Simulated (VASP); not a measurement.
Runs of VASP 6.6.1 on RbCl. The structure is that of space group Fm-3m (No. 225), or close to it. The cells are those of the table. 

| task | cell | cutoff (eV) | gap on the mesh (eV) | pressure (GPa) |
| --- | --- | --- | --- | --- |
| single point | a = 4.509 Å, angles 60.0°, 2 atoms | 500 | (b) | 0.0 |
| relaxation of the atoms | atoms relaxed from a = 4.498 Å, angles 60.3°, 2 atoms | 450 | 4.85 | 0.0 |
| single point | a = 4.521, b = 4.521, c = 4.509 Å, angles 60.1, 60.1, 59.8°, 2 atoms | 500 | 4.84 | (a) |
| single point | a = 4.498, b = 4.498, c = 4.509 Å, angles 59.9, 59.9, 60.2°, 2 atoms | 500 | 4.87 | 0.2 |
| single point | a = 4.532 Å, angles 60.0°, 2 atoms | 500 | 4.81 | -0.3 |
| relaxation of the atoms | atoms relaxed from a = 4.521 Å, angles 59.7°, 2 atoms | 450 | 4.85 | 0.0 |

Alike in all rows: level LDA; potentials or basis VASP PAW LDA potentials, release 64 (Rb_sv, Cl); no spin polarisation; k mesh 6 × 6 × 6; smearing gaussian 0.01 eV.

Question: Fill in the values left out.

Answer: (a) -0.1; (b) 4.86.

Caveats: the relaxation stopped at its first step, so nothing moved (some runs).

A k mesh can miss the band edges, and the runs leave out spin-orbit coupling on Rb.
